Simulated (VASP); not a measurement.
# Os (P6_3/mmc) in VASP: further runs

Os is run at these levels: PBE, r2SCAN; tasks: electric field gradients.

All numbers are computed with VASP 6.6.1; they aren't measurements. Logs are shortened: lines on timing, memory, paths and dates and some standing lists are left out, and cuts for length are marked.

**1. The cell of the first run**

Symmetry: P6_3/mmc, No. 194, hexagonal system. Conventional cell: a = 2.734 Å, b = 2.734 Å, c = 4.320 Å, α = 90.00°, β = 90.00°, γ = 120.00°. Os (site symmetry -6m2) has 12 Os at 2.68 to 2.73 Å within 3.5 Å.

**2. Electric field gradients, PBE**

INCAR

```
PREC = Accurate
ENCUT = 520
EDIFF = 1E-8
ISMEAR = -1
SIGMA = 0.05
LREAL = False
LASPH = True
NELM = 60
ALGO = Normal
ISIF = 2
LWAVE = False
LCHARG = False
GGA = PE
LEFG = True
NBANDS = 15
```

KPOINTS

```
Automatic mesh
0
Gamma
  14 14 8
```

POSCAR

```
Os
1.0
    2.7341000000      0.0000000000      0.0000000000
   -1.3670500000      2.3678000565      0.0000000000
    0.0000000000      0.0000000000      4.3197000000
Os
2
Direct
    0.3333333333      0.6666666667      0.2500000000
    0.6666666667      0.3333333333      0.7500000000
```

Potentials or basis: VASP PAW PBE potentials, release 64 (Os).

On the command line:

```sh
$ cat potpaw_PBE.64/Os/POTCAR > POTCAR
$ mpirun -np 1 vasp_std > vasp.out
```

OUTCAR:

```text
PREC = Accurate
   ENCUT = 520
   EDIFF = 1E-8
   ISMEAR = -1
   LREAL = False
   LASPH = True
   NELM = 60
   ISIF = 2
   GGA = PE

 ion  position               nearest neighbor table
   1  0.333  0.667  0.250-   2 2.68   2 2.68   2 2.68   2 2.68   2 2.68   2 2.68
   2  0.667  0.333  0.750-   1 2.68   1 2.68   1 2.68   1 2.68   1 2.68   1 2.68

  LATTYP: Found a hexagonal cell.
 ALAT       =     2.7341000000
 C/A-ratio  =     1.5799348963

  Lattice vectors:

 A1 = (   2.7341000000,   0.0000000000,   0.0000000000)
 A2 = (  -1.3670500000,   2.3678000565,   0.0000000000)
 A3 = (   0.0000000000,   0.0000000000,   4.3197000000)

Analysis of symmetry for initial positions (statically):
=====================================================================
 Subroutine PRICEL returns:
 Original cell was already a primitive cell.

 Routine SETGRP: Setting up the symmetry group for a
 hexagonal supercell.

 Subroutine GETGRP returns: Found 24 space group operations
 (whereof 12 operations were pure point group operations)
 out of a pool of 24 trial point group operations.

The static configuration has the point symmetry D_3d.
 The point group associated with its full space group is D_6h.

Analysis of symmetry for dynamics (positions and initial velocities):
=====================================================================
 Subroutine PRICEL returns:
 Original cell was already a primitive cell.

 Routine SETGRP: Setting up the symmetry group for a
 hexagonal supercell.

 Subroutine GETGRP returns: Found 24 space group operations
 (whereof 12 operations were pure point group operations)
 out of a pool of 24 trial point group operations.

The dynamic configuration has the point symmetry D_3d.
 The point group associated with its full space group is D_6h.

 Subroutine INISYM returns: Found 24 space group operations
 (whereof 12 operations are pure point group operations),
 and found     1 'primitive' translations

----------------------------------------------------------------------------------------

                                     Primitive cell

  volume of cell :      27.9649

  direct lattice vectors                    reciprocal lattice vectors
     2.734100000  0.000000000  0.000000000     0.365751070  0.211166479  0.000000000
    -1.367050000  2.367800057  0.000000000     0.000000000  0.422332957  0.000000000
     0.000000000  0.000000000  4.319700000     0.000000000  0.000000000  0.231497558

  length of vectors
     2.734100000  2.734100000  4.319700000     0.422332957  0.422332957  0.231497558

  position of ions in fractional coordinates (direct lattice)
     0.333333333  0.666666667  0.250000000
     0.666666667  0.333333333  0.750000000

  ion indices of the primitive-cell ions
   primitive index   ion index
                 1           1
                 2           2

----------------------------------------------------------------------------------------

 KPOINTS: Automatic mesh

Automatic generation of k-mesh.
 Grid dimensions read from file:
 generate k-points for:   14   14    8

 Generating k-lattice:

  Cartesian coordinates                     Fractional coordinates (reciprocal lattice)
     0.026125076  0.015083320  0.000000000     0.071428571  0.000000000  0.000000000
     0.000000000  0.030166640  0.000000000     0.000000000  0.071428571  0.000000000
     0.000000000  0.000000000  0.028937195     0.000000000  0.000000000  0.125000000

  Length of vectors
     0.030166640  0.030166640  0.028937195

  Shift w.r.t. Gamma in fractional coordinates (k-lattice)
     0.000000000  0.000000000  0.000000000

 Subroutine IBZKPT returns following result:
 ===========================================

 Found    120 irreducible k-points:

 Following reciprocal coordinates:
            Coordinates               Weight
  0.000000  0.000000  0.000000      1.000000
  0.071429 -0.000000  0.000000      6.000000
  0.142857 -0.000000  0.000000      6.000000
  0.214286 -0.000000  0.000000      6.000000
  0.285714  0.000000  0.000000      6.000000
  0.357143  0.000000  0.000000      6.000000
[... 16 lines left out ...]
  0.285714  0.285714  0.000000      6.000000
  0.357143  0.285714  0.000000      6.000000
 [... further k-points ...]
   k-points           NKPTS =    120   k-points in BZ     NKDIM =    120   number of bands    NBANDS=     15
   number of dos      NEDOS =    301   number of ions     NIONS =      2
   total plane-waves  NPLWV =  12800
   dimension x,y,z NGX =    20 NGY =   20 NGZ =   32
   dimension x,y,z NGXF=    40 NGYF=   40 NGZF=   64
   ions per type =               2
   NGX,Y,Z   is equivalent  to a cutoff of  12.16, 12.16, 12.32 a.u.
   NGXF,Y,Z  is equivalent  to a cutoff of  24.32, 24.32, 24.63 a.u.
 SYSTEM =  unknown system
   PREC   = accura    normal or accurate (medium, high low for compatibility)
   ISTART =      0    job   : 0-new  1-cont  2-samecut
   ICHARG =      2    charge: 1-file 2-atom 10-const
   ISPIN  =      1    spin polarized calculation?
   LNONCOLLINEAR =      F non collinear calculations
   LSORBIT =      F    spin-orbit coupling
   LASPH  =      T    aspherical Exc in radial PAW
   ENCUT  =  520.0 eV  38.22 Ry    6.18 a.u.   5.08  5.08  8.03*2*pi/ulx,y,z
   NELM   =     60;   NELMIN=  2; NELMDL= -5     # of ELM steps
   EDIFF  = 0.1E-07   stopping-criterion for ELM
   LREAL  =      F    real-space projection
   EDIFFG = 0.1E-06   stopping-criterion for IOM
   NSW    =      0    number of steps for IOM
   IBRION =     -1    ionic relax: 0-MD 1-quasi-New 2-CG
   NFREE  =      0    steps in history (QN), initial steepest desc. (CG)
   ISIF   =      2    stress and relaxation
   ISYM   =      2    0-nonsym 1-usesym 2-fastsym
   POTIM  = 0.5000    time-step for ionic-motion
   TEBEG  =    0.0;   TEEND  =   0.0 temperature during run
   PSTRESS=    0.0 pullay stress
   NELECT =      16.0000    total number of electrons
   NUPDOWN=      -1.0000    fix difference up-down
   EMIN   =  10.00;   EMAX   =-10.00  energy-range for DOS
   EFERMI =   0.00;   METHOD = LEGACY
   ISMEAR =    -1;   SIGMA  =   0.05  broadening in eV -4-tet -1-fermi 0-gaus
   EFERMI_NEDOS =   21; number of points for ismear=-14 and -15
   IALGO  =     38    algorithm
   IMIX   =      4    mixing-type and parameters
     AMIX     =   0.40;   BMIX     =  1.00
     AMIX_MAG =   1.60;   BMIX_MAG =  1.00
  volume/ion in A,a.u.               =      13.98        94.36
  Fermi-wavevector in a.u.,A,eV,Ry     =   1.359076  2.568282 25.131161  1.847088
  Thomas-Fermi vector in A             =   2.485855
   LORBIT       =      0    0 simple, 1 ext, 2 COOP (PROOUT), +10 PAW based schemes
   GGA     = PE    functional components
   LHFCALC =     F    Hartree Fock is set to
   AEXX    =    0.0000 exact exchange contribution
   IVDW    =     0    specifies the selected vdW correction
   LEPSILON=     F    determine dielectric tensor
   LRPA    =     F    only Hartree local field effects (RPA)
 non-spin polarized calculation
  energy-cutoff  :      520.00
  volume of cell :       27.96
 maximum number of plane-waves:       774
   NGX = 11   NGY = 11   NGZ = 17

 number of electron      15.9999998 magnetization

 Free energy of the ion-electron system (eV)
  ---------------------------------------------------
  ext. energy  EPLUGINS =         0.00000000
  ---------------------------------------------------
  free energy    TOTEN  =       -22.48378793 eV

  energy without entropy =      -22.47047372  energy(sigma->0) =      -22.47713083

 E-fermi :   9.5042     XC(G=0): -14.0611

 val. band max:        9.5030341552   @ k =   0.1429   0.0714   0.3750
 cond. band min:       9.5095923222   @ k =   0.0714   0.0714   0.3750
 fundamental gap:      0.0065581670
 Fermi energy:         9.5042066342

 k-point     1 :       0.0000    0.0000    0.0000
  band No.  band energies     occupation
      1      -1.4732      2.00000
      2       1.6765      2.00000
      3       6.4158      2.00000
      4       6.4158      2.00000
      5       6.6700      2.00000
      6       7.2581      2.00000
      7       7.2581      2.00000
      8       7.9098      2.00000
      9       7.9098      2.00000
     10       9.4996      1.04609
     11      11.1619      0.00000
     12      11.1619      0.00000
     13      18.5531      0.00000
     14      23.5105      0.00000
     15      26.2285      0.00000

 k-point     2 :       0.0714   -0.0000    0.0000
  band No.  band energies     occupation
      1      -1.2666      2.00000
      2       1.8599      2.00000
      3       6.0116      2.00000
      4       6.5981      2.00000
      5       7.0113      2.00000
      6       7.1444      2.00000
      7       7.4283      2.00000
      8       7.6415      2.00000
      9       7.7633      2.00000
     10       8.6685      2.00000
     11      11.2636      0.00000
     12      12.3162      0.00000
     13      18.5366      0.00000
     14      23.9370      0.00000
     15      26.4969      0.00000

 k-point     3 :       0.1429   -0.0000    0.0000
  band No.  band energies     occupation
      1      -0.6756      2.00000
      2       2.3446      2.00000
      3       5.4648      2.00000
      4       6.6303      2.00000
      5       6.7948      2.00000
      6       7.1330      2.00000
      7       7.4004      2.00000
      8       7.5666      2.00000
      9       7.9251      2.00000
     10       8.0427      2.00000
     11      11.4990      0.00000
     12      14.1377      0.00000
     13      18.4422      0.00000
     14      24.9741      0.00000
     15      27.0574      0.00000
[... 343 lines left out ...]
 k-point    23 :       0.2857    0.2857    0.0000
  band No.  band energies     occupation
      1       3.0242      2.00000
      2       3.6759      2.00000
      3       4.1224      2.00000
      4       4.7076      2.00000
      5       5.7678      2.00000
      6       6.4555      2.00000
      7       7.8619      2.00000
      8      10.3128      0.00000
      9      11.5368      0.00000
     10      11.5962      0.00000
     11      14.3355      0.00000
     12      15.6710      0.00000
     13      17.2869      0.00000
     14      21.2741      0.00000
     15      23.8261      0.00000

 k-point    24 :       0.3571    0.2857    0.0000
  band No.  band energies     occupation
      1       2.9491      2.00000
      2       3.9118      2.00000
      3       4.0204      2.00000
      4       4.9292      2.00000
      5       5.8931      2.00000
      6       6.2135      2.00000
      7       8.0776      2.00000
      8      10.7641      0.00000
      9      11.2138      0.00000
     10      11.5579      0.00000
     11      14.8653      0.00000
     12      14.9027      0.00000
     13      16.7309      0.00000
     14      22.6856      0.00000
     15      24.3906      0.00000

 [... further k-points ...]
[... 5 lines left out ...]
  --------------------------------------------------------------------------------------
  -------------------------------------------------------------------------------------
  Total        1.5777024      1.5777024      1.4338758      0.0000000     -0.0000000      0.0000000
  in kB       90.3904760     90.3904760     82.1502904      0.0000000     -0.0000000      0.0000000
  external PRESSURE =      87.6437475 kB  Pullay stress =       0.0000000 kB

 VOLUME and BASIS-vectors are now :
 -----------------------------------------------------------------------------
  energy-cutoff  :      520.00
  volume of cell :       27.96
      direct lattice vectors                 reciprocal lattice vectors
     2.734100000  0.000000000  0.000000000     0.365751070  0.211166479  0.000000000
    -1.367050000  2.367800057  0.000000000     0.000000000  0.422332957  0.000000000
     0.000000000  0.000000000  4.319700000     0.000000000  0.000000000  0.231497558

 POSITION                                       TOTAL-FORCE (eV/Angst)
 -----------------------------------------------------------------------------------
     -0.00000      1.57853      1.07993         0.000000     -0.000000      0.000000
      1.36705      0.78927      3.23977        -0.000000      0.000000      0.000000
 -----------------------------------------------------------------------------------
    total drift:                               -0.000000      0.000000     -0.000000

  FREE ENERGIE OF THE ION-ELECTRON SYSTEM (eV)
  ---------------------------------------------------
  free  energy   TOTEN  =       -22.4837879320 eV

  energy  without entropy=      -22.4704737198  energy(sigma->0) =      -22.47713083

 Electric field gradients (V/A^2)
---------------------------------------------------------------------
 ion       V_xx      V_yy      V_zz      V_xy      V_xz      V_yz
---------------------------------------------------------------------
   1      38.254    38.254   -76.508    -0.000     0.000     0.000
   2      38.254    38.254   -76.508    -0.000    -0.000     0.000
---------------------------------------------------------------------

 Electric field gradients after diagonalization (V/A^2)
 (convention: |V_zz| > |V_xx| > |V_yy|)
----------------------------------------------------------------------
 ion       V_xx      V_yy      V_zz     asymmetry (V_yy - V_xx)/ V_zz
----------------------------------------------------------------------
   1      38.254    38.254   -76.508       0.000
   2      38.254    38.254   -76.508       0.000
----------------------------------------------------------------------

           NMR quadrupolar parameters

 Cq : quadrupolar parameter    Cq=e*Q*V_zz/h
 eta: asymmetry parameters     (V_yy - V_xx)/ V_zz
 Q  : nuclear electric quadrupole moment in mb (millibarn)
----------------------------------------------------------------------
 ion       Cq(MHz)       eta       Q (mb)
----------------------------------------------------------------------
   1      -0.185       0.000       1.000
   2      -0.185       0.000       1.000
----------------------------------------------------------------------
```

It took 68 s on 1 thread of Oxide Virtual Turin-like, shared host; peak memory 0.13 GiB.

What came out:

```yaml
Free_energy: -22.4838 eV
Pressure: 8.8 GPa
Band_gap_on_the_k_mesh: zero (band 8 reaches 11.51 eV, above the bottom of band 9 at 7.76 eV)
```

Electric field gradients, principal values (V/Å²):
```
atom   least  middle  greatest (by size)
1 Os  38.254  38.254             -76.508
2 Os  38.254  38.254             -76.508
```

Caveat: without QUAD_EFG the Cq values of the log hold for a quadrupole moment of 1 mb, not for the nuclei; spin-orbit coupling is left out, which moves the levels of the heavy elements.

**3. Electric field gradients, r2SCAN**

POSCAR is that of step 2.

INCAR.step1

```
SYSTEM = Os
PREC     = Accurate       ! precision mode
ENCUT    = 520            ! plane-wave cutoff, eV
ISMEAR   = -1             ! smearing method
SIGMA    = 0.05           ! smearing width, eV
LREAL    = .False.        ! projectors in reciprocal space
LASPH    = .True.         ! aspherical terms in the spheres
NELM     = 60             ! most SCF steps
NBANDS   = 15             ! bands
GGA      = PE             ! functional
ALGO     = Normal         ! electronic algorithm
EDIFF    = 1E-4           ! SCF threshold, eV
LWAVE    = .True.         ! write WAVECAR
LCHARG   = .False.        ! write CHGCAR
```

INCAR.step2

```
SYSTEM = Os
PREC     = Accurate       ! precision mode
ENCUT    = 520            ! plane-wave cutoff, eV
EDIFF    = 1E-8           ! SCF threshold, eV
ISMEAR   = -1             ! smearing method
SIGMA    = 0.05           ! smearing width, eV
LREAL    = .False.        ! projectors in reciprocal space
LASPH    = .True.         ! aspherical terms in the spheres
NELM     = 60             ! most SCF steps
ALGO     = Normal         ! electronic algorithm
ISIF     = 2              ! what is computed and relaxed
LWAVE    = .False.        ! write WAVECAR
LCHARG   = .False.        ! write CHGCAR
METAGGA  = R2SCAN         ! meta-GGA
LMIXTAU  = .True.       
LEFG     = .True.       
NBANDS   = 15             ! bands
ISTART   = 1
```

KPOINTS

```
Automatic mesh
0
Gamma
  14 14 8
  0 0 0
```

Potentials or basis: VASP PAW PBE potentials, release 64 (Os).

On the command line:

```sh
$ cat potpaw_PBE.64/Os/POTCAR > POTCAR
$ cp INCAR.step1 INCAR
$ mpirun -np 1 vasp_std > vasp.out
$ cp INCAR.step2 INCAR
$ mpirun -np 1 vasp_std > vasp.out
```

OUTCAR:

```text
SYSTEM = Os
   PREC = Accurate
   ENCUT = 520
   EDIFF = 1E-8
   ISMEAR = -1
   LREAL = .False.
   LASPH = .True.
   NELM = 60
   ISIF = 2
   METAGGA = R2SCAN
   ISTART = 1

 ion  position               nearest neighbor table
   1  0.333  0.667  0.250-   2 2.68   2 2.68   2 2.68   2 2.68   2 2.68   2 2.68
   2  0.667  0.333  0.750-   1 2.68   1 2.68   1 2.68   1 2.68   1 2.68   1 2.68

  LATTYP: Found a hexagonal cell.
 ALAT       =     2.7341000000
 C/A-ratio  =     1.5799348963

  Lattice vectors:

 A1 = (   2.7341000000,   0.0000000000,   0.0000000000)
[... 647 lines left out ...]
  free  energy   TOTEN  =      -106.0066459732 eV

  energy  without entropy=     -105.9936054814  energy(sigma->0) =     -106.00012573

 Electric field gradients (V/A^2)
---------------------------------------------------------------------
 ion       V_xx      V_yy      V_zz      V_xy      V_xz      V_yz
---------------------------------------------------------------------
   1      37.287    37.287   -74.574    -0.000     0.000     0.000
   2      37.287    37.287   -74.574    -0.000    -0.000     0.000
---------------------------------------------------------------------

 Electric field gradients after diagonalization (V/A^2)
 (convention: |V_zz| > |V_xx| > |V_yy|)
----------------------------------------------------------------------
 ion       V_xx      V_yy      V_zz     asymmetry (V_yy - V_xx)/ V_zz
----------------------------------------------------------------------
   1      37.287    37.287   -74.574       0.000
   2      37.287    37.287   -74.574       0.000
----------------------------------------------------------------------

           NMR quadrupolar parameters

 Cq : quadrupolar parameter    Cq=e*Q*V_zz/h
 eta: asymmetry parameters     (V_yy - V_xx)/ V_zz
 Q  : nuclear electric quadrupole moment in mb (millibarn)
----------------------------------------------------------------------
 ion       Cq(MHz)       eta       Q (mb)
----------------------------------------------------------------------
   1      -0.180       0.000       1.000
   2      -0.180       0.000       1.000
----------------------------------------------------------------------
```

Wall time 5.4 min (1 thread of Oxide Virtual Turin-like, shared host); peak memory 0.14 GiB.

Results:

| Property | Result |
| --- | --- |
| Free energy | -106.0066 eV |
| Pressure | 2.0 GPa |
| Band gap on the k mesh | zero (band 8 reaches 11.38 eV, above the bottom of band 9 at 7.47 eV) |

Electric field gradients, principal values (V/Å²):
| atom | least | middle | greatest (by size) |
| --- | --- | --- | --- |
| 1 Os | 37.287 | 37.287 | -74.574 |
| 2 Os | 37.287 | 37.287 | -74.574 |

Caveat: without QUAD_EFG the Cq values of the log hold for a quadrupole moment of 1 mb, not for the nuclei; the PAW data sets were made with another functional, which shifts forces and pressure a little; spin-orbit coupling is left out, which moves the levels of the heavy elements.

(Continued in part 2 of 2.)
